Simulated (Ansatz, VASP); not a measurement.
## One calculation of MnO, two programs

Contents of POSCAR:

```
MnO
1.0
    0.0000000000      2.2027332269      2.2027332269
    2.2027332269      0.0000000000      2.2027332269
    2.2027332269      2.2027332269      0.0000000000
Mn O
1 1
Direct
    0.0000000000      0.0000000000      0.0000000000
    0.5000000000      0.5000000000      0.5000000000
```

Contents of INCAR.step1:

```
ALGO     = Normal         # electronic algorithm
EDIFF    = 1E-4           # SCF threshold, eV
ENCUT    = 520            # plane-wave cutoff, eV
GGA      = PE             # functional
ISMEAR   = 0              # smearing method
ISPIN    = 2              # spin polarisation
LASPH    = T              # aspherical terms in the spheres
LCHARG   = F              # write CHGCAR
LMAXMIX  = 4              # l up to which the mixer works
LREAL    = F              # projectors in reciprocal space
LWAVE    = T              # write WAVECAR
MAGMOM   = 4.69 0.28      # initial moments
NBANDS   = 20             # bands
NELM     = 150            # most SCF steps
PREC     = Accurate       # precision mode
SIGMA    = 0.1            # smearing width, eV
```

Contents of INCAR.step2:

```
ALGO     = Normal         # electronic algorithm
EDIFF    = 1E-7           # SCF threshold, eV
ENCUT    = 520            # plane-wave cutoff, eV
ISIF     = 2              # what is computed and relaxed
ISMEAR   = 0              # smearing method
ISPIN    = 2              # spin polarisation
ISTART   = 1            
LASPH    = T              # aspherical terms in the spheres
LCHARG   = F              # write CHGCAR
LMAXMIX  = 4              # l up to which the mixer works
LMIXTAU  = T            
LORBIT   = 11             # projections on sites
LREAL    = F              # projectors in reciprocal space
LWAVE    = F              # write WAVECAR
MAGMOM   = 4.69 0.28      # initial moments
METAGGA  = R2SCAN         # meta-GGA
NBANDS   = 20             # bands
NELM     = 150            # most SCF steps
PREC     = Accurate       # precision mode
SIGMA    = 0.1            # smearing width, eV
```

KPOINTS

```
k-points
0
Gamma
  16 16 16
```

Input for Ansatz:

```yaml
crystal:
  lattice:
    - [0.0, 2.2027332269, 2.2027332269]
    - [2.2027332269, 0.0, 2.2027332269]
    - [2.2027332269, 2.2027332269, 0.0]
  atoms:
    - { symbol: Mn, position: [0.0, 0.0, 0.0], spin: 4.69 }
    - { symbol: O, position: [0.5, 0.5, 0.5], spin: 0.28 }
basis:
  ecutwfc: 500
kpoints:
  mp_grid: { grid: [16, 16, 16] }
hamiltonian:
  xc: r2scan
scf:
  occupations: { method: gaussian, width: 0.1 }
output:
  forces: true
  stress: true
  eigenvalues: true
  populations: true
magnetization:
  spin_polarized: true
```

Alike in both runs: task single point; functional r2SCAN; k mesh 16 × 16 × 16; occupations gaussian, width 0.1 eV; collinear spin.

|  | VASP | Ansatz |
| --- | --- | --- |
| version | VASP 6.6.1 | Ansatz 0.2.0 |
| potentials or method | VASP PAW PBE potentials, release 64 (Mn_pv, O), cutoff 520 eV | scalar-relativistic, plane waves, PAW |
| valence electrons in the cell | 19 | 21 |

|  | VASP | Ansatz | Ansatz less VASP |
| --- | --- | --- | --- |
| gap on the k mesh at the Fermi level (eV) | none | none | - |
| pressure (GPa) | 5.6 | 5.3 | -0.25 |
| net moment per atom (μB) | 2.50 | 2.50 | 0.000 |
| size of the moment on the site where the two differ most (μB) | 4.53 | 4.24 | -0.293 |

VASP's potentials were made for PBE, not for r2SCAN. Site moments also hang on the region over which each program counts them. A gap of «none» marks a metal or a gap that the smearing closes. VASP's potentials hold 19 valence electrons a cell and Ansatz's 21, so a difference there can come from the potentials and not from the codes. Ansatz's warnings: stability check not made.
